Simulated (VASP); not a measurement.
# C: single point with PBE+D3(BJ)

Crystal: C.

```xyz
2
Lattice="1.2223 0.7057 3.3330 -1.2223 0.7057 3.3330 0.0000 -1.4113 3.3330" Properties=species:S:1:pos:R:3 pbc="T T T"
C     0.0000    0.0000    1.7035
C     0.0000    0.0000    8.2956
```

| Quantity | Value |
| --- | --- |
| Program | VASP 6.6.1 |
| Task | single point |
| Functional | PBE |
| Dispersion | D3(BJ) |
| Potentials or basis | VASP PAW PBE potentials, release 64 (C) |
| Cutoff | 520 eV |
| k mesh | 15 × 15 × 15 |
| Occupations | gaussian, width 0.05 eV |
| Spin | no spin polarisation |

```
Pressure                   : 7.9 GPa
Largest force              : 1.242 eV/Å
Band gap on the k mesh     : 0.56 eV, direct
Dispersion energy per atom : -0.158 eV
```

Forces in eV/Å, atoms in the order of the input:
```
C    0.000  0.000 -1.242
C    0.000  0.000  1.242
```

Stress tensor (GPa, compression positive):
```
12.09  0.00  0.00
 0.00 12.09  0.00
 0.00  0.00 -0.59
```

Levels at points of the mesh, in eV from the valence-band top:
```
           k point  band 1  band 2  band 3  band 4  band 5  band 6  band 7  band 8
(0.00, 0.00, 0.00)  -19.55   -6.38   -2.65   -2.65    4.40    8.84    8.84   12.06
```

Wall time 3 min on 1 thread of AMD EPYC 7R13 (shared host), peak memory 0.17 GiB.

Caveat: forces of over 1 eV/Å act on the atoms, so gaps and moduli don't describe the material at rest. A k mesh can miss the band edges.
